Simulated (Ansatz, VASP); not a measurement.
# Two plane-wave programs on HPt6

INCAR

```
SYSTEM = HPt6
ALGO = Normal
DIPOL = 0.5 0.5 0.304
EDIFF = 1E-6
ENCUT = 520
GGA = PE
IDIPOL = 3
ISIF = 2
ISMEAR = 0
LASPH = .True.
LCHARG = .False.
LDIPOL = .True.
LREAL = .False.
LWAVE = .False.
NBANDS = 74
NELM = 80
PREC = Accurate
SIGMA = 0.1
```

KPOINTS

```
k-points
0
Gamma
  6 6 1
  0 0 0
```

Contents of POSCAR:

```
HPt6
1.0
    5.6143281343      0.0000000000      0.0000000000
   -2.8071640672      4.8621507895      0.0000000000
    0.0000000000      0.0000000000     22.6192653717
Pt H
12 2
Direct
    0.3333333333      0.1666666667      0.1768404028
    0.3333333333      0.6666666667      0.1768404028
    0.8333333333      0.1666666667      0.1768404028
    0.8333333333      0.6666666667      0.1768404028
    0.1666666667      0.3333333333      0.2789526245
    0.1666666667      0.8333333333      0.2789526245
    0.6666666667      0.3333333333      0.2789526245
    0.6666666667      0.8333333333      0.2789526245
    0.0000000000      0.0000000000      0.3810585901
    0.0000000000      0.5000000000      0.3810585901
    0.5000000000      0.0000000000      0.3810585901
    0.5000000000      0.5000000000      0.3810585901
    0.1892758446      0.3785516892      0.4575420643
    0.3107241554      0.6214483108      0.4575420643
```

Input for Ansatz:

```yaml
crystal:
  lattice:
    - [5.6143281343, 0.0, 0.0]
    - [-2.8071640672, 4.8621507895, 0.0]
    - [0.0, 0.0, 22.6192653717]
  atoms:
    - { symbol: Pt, position: [0.3333333333, 0.1666666667, 0.1768404028] }
    - { symbol: Pt, position: [0.3333333333, 0.6666666667, 0.1768404028] }
    - { symbol: Pt, position: [0.8333333333, 0.1666666667, 0.1768404028] }
    - { symbol: Pt, position: [0.8333333333, 0.6666666667, 0.1768404028] }
    - { symbol: Pt, position: [0.1666666667, 0.3333333333, 0.2789526245] }
    - { symbol: Pt, position: [0.1666666667, 0.8333333333, 0.2789526245] }
    - { symbol: Pt, position: [0.6666666667, 0.3333333333, 0.2789526245] }
    - { symbol: Pt, position: [0.6666666667, 0.8333333333, 0.2789526245] }
    - { symbol: Pt, position: [0.0, 0.0, 0.3810585901] }
    - { symbol: Pt, position: [0.0, 0.5, 0.3810585901] }
    - { symbol: Pt, position: [0.5, 0.0, 0.3810585901] }
    - { symbol: Pt, position: [0.5, 0.5, 0.3810585901] }
    - { symbol: H, position: [0.1892758446, 0.3785516892, 0.4575420643] }
    - { symbol: H, position: [0.3107241554, 0.6214483108, 0.4575420643] }
basis:
  ecutwfc: 420
kpoints:
  mp_grid: { grid: [6, 6, 1] }
hamiltonian:
  xc: pbe
  pseudopotentials: { kind: paw, azcp: { folder: soft_1 } }
scf:
  occupations: { method: gaussian, width: 0.1 }
output:
  forces: true
  eigenvalues: true
efield:
  axis: 3
  dipole_correction: true
  ramp_width: 0.04
```

Alike in both runs: task single point; functional PBE; k mesh 6 × 6 × 1; occupations gaussian, width 0.1 eV; no spin polarisation.

```csv
,VASP,Ansatz
version,VASP 6.6.1,Ansatz 0.2.0
potentials or method,"VASP PAW PBE potentials, release 64 (Pt, H), cutoff 520 eV","scalar-relativistic, plane waves, PAW"
valence electrons in the cell,122,218
```

```csv
,VASP,Ansatz,Ansatz less VASP
gap on the k mesh at the Fermi level (eV),none,none,-
rms of the force components (eV/Å),0.468,0.468,+0.0004
```

Atom by atom the forces differ by 0.008 eV/Å (rms over components). A gap of «none» marks a metal or a gap that the smearing closes. With one functional, cell and mesh, what is left measures potentials, basis and numerics. VASP's potentials hold 122 valence electrons a cell and Ansatz's 218, so a difference there can come from the potentials and not from the codes.

Spin-orbit coupling is off throughout.
